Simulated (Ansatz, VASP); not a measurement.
**SiO2 in VASP and in Ansatz**

INCAR

```
SYSTEM = SiO2
PREC = Accurate
ENCUT = 520
EDIFF = 1E-7
ISMEAR = 0
SIGMA = 0.05
LREAL = .False.
LASPH = .True.
NELM = 100
ALGO = Normal
ISIF = 2
LWAVE = .False.
LCHARG = .True.
GGA = PE
LELF = .True.
LVHAR = .True.
NBANDS = 25
```

The input KPOINTS:

```
Automatic mesh
0
Gamma
  6 6 8
  0 0 0
```

The input POSCAR:

```
SiO2
1.0
    4.2358788266      0.0000000000      0.0000000000
    0.0000000000      4.5323903445      0.0000000000
    0.0000000000      0.0000000000      2.6897743046
Si O
2 4
Direct
    0.5000000000      0.5000000000      0.5000000000
    0.0000000000      0.0000000000      0.0000000000
    0.7116424844      0.6743831010      0.0000000000
    0.2116424844      0.8256168990      0.5000000000
    0.2883575156      0.3256168990      0.0000000000
    0.7883575156      0.1743831010      0.5000000000
```

Input for Ansatz:

```yaml
crystal:
  lattice:
    - [4.2358788266, 0.0, 0.0]
    - [0.0, 4.5323903445, 0.0]
    - [0.0, 0.0, 2.6897743046]
  atoms:
    - { symbol: Si, position: [0.5, 0.5, 0.5] }
    - { symbol: Si, position: [0.0, 0.0, 0.0] }
    - { symbol: O, position: [0.7116424844, 0.674383101, 0.0] }
    - { symbol: O, position: [0.2116424844, 0.825616899, 0.5] }
    - { symbol: O, position: [0.2883575156, 0.325616899, 0.0] }
    - { symbol: O, position: [0.7883575156, 0.174383101, 0.5] }
basis:
  ecutwfc: 520.0
kpoints:
  mp_grid: { grid: [6, 6, 8] }
hamiltonian:
  xc: pbe
  pseudopotentials: { kind: paw, azcp: { folder: soft_1 } }
scf:
  occupations: { method: gaussian, width: 0.05 }
output:
  forces: true
  stress: true
  eigenvalues: true
```

Change from the starting cell: mode 4 frozen in at +0.112 Å, normal strain along y +0.0700.

Alike in both runs: task single point; functional PBE; k mesh 6 × 6 × 8; occupations gaussian, width 0.05 eV; no spin polarisation.

```csv
,VASP,Ansatz
version,VASP 6.6.1,Ansatz 0.2.0
potentials or method,"VASP PAW PBE potentials, release 64 (Si, O), cutoff 520 eV","scalar-relativistic, plane waves, PAW"
valence electrons in the cell,32,32
```

```tsv
	VASP	Ansatz	Ansatz less VASP
gap on the k mesh at the Fermi level (eV)	4.23	4.26	+0.024
least direct gap on the mesh (eV)	4.23	4.26	+0.024
pressure (GPa)	-16.1	-16.4	-0.26
traceless stress, the component that is largest in VASP (GPa)	-7.71	-7.43	+0.284
rms of the force components (eV/Å)	0.342	0.354	+0.0120
```

Atom by atom the forces differ by 0.013 eV/Å (rms over components).
